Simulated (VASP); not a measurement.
# Al2O3: single point with PBE

Al2O3:

```xyz
10
Lattice="2.5246 1.4576 4.5932 -2.5246 1.4576 4.5932 0.0000 -2.9151 4.5932" Properties=species:S:1:pos:R:3 pbc="T T T"
Al    0.0000    0.0000   11.7423
Al    0.0000    0.0000    8.9272
Al    0.0000    0.0000    2.0373
Al    0.0000    0.0000    4.8525
O    -0.9786   -1.4576    5.7415
O     1.7516   -0.1187    5.7415
O    -0.7730    1.5763    5.7415
O     0.9786    1.4576    8.0381
O    -1.7516    0.1187    8.0381
O     0.7730   -1.5763    8.0381
```

This cell differs from its parent crystal: strain +0.050 along x and y, +0.050 along z.

| Property | Result |
| --- | --- |
| Program | VASP 6.6.1 |
| Task | single point |
| Functional | PBE |
| Potentials or basis | VASP PAW PBE potentials, release 64 (Al, O) |
| Cutoff | 520 eV |
| k mesh | 6 × 6 × 6 |
| Occupations | gaussian, width 0.05 eV |
| Spin | no spin polarisation |

* Pressure: -25.2 GPa
* Largest force: 0.123 eV/Å
* Band gap on the k mesh: 4.13 eV (least direct gap 4.14 eV)

Forces in eV/Å, atoms in the order of the input:
```
Al   0.000  0.000  0.054
Al   0.000  0.000 -0.054
Al   0.000  0.000 -0.054
Al   0.000  0.000  0.054
O   -0.123  0.000  0.000
O    0.062 -0.107  0.000
O    0.062  0.107  0.000
O    0.123  0.000  0.000
O   -0.062  0.107  0.000
O   -0.062 -0.107  0.000
```

Stress tensor (GPa, compression positive):
```
-25.85   0.00   0.00
  0.00 -25.85   0.00
  0.00   0.00 -24.02
```

Levels at points of the mesh, in eV from the valence-band top:
```csv
k point,band 21,band 22,band 23,band 24,band 25,band 26,band 27,band 28
"(0.00, 0.00, 0.00)",-0.32,-0.01,-0.01,-0.01,4.13,7.79,8.59,9.98
"(0.50, 0.00, 0.00)",-0.67,-0.67,-0.17,-0.17,7.42,7.42,8.00,8.00
"(0.50, 0.50, 0.00)",-0.76,-0.73,-0.54,-0.16,7.55,8.00,8.57,8.87
"(0.50, 0.50, 0.50)",-0.27,-0.27,-0.27,-0.27,6.79,6.79,9.47,9.47
```

It took 84 s on 1 thread of Intel(R) Xeon(R) 6975P-C (Granite Rapids), with other jobs on the host, peak memory 0.27 GiB.

Caveat: the cell differs from its parent crystal (strain +0.050 along x and y, +0.050 along z); the cell stands under tension. A k mesh can miss the band edges.
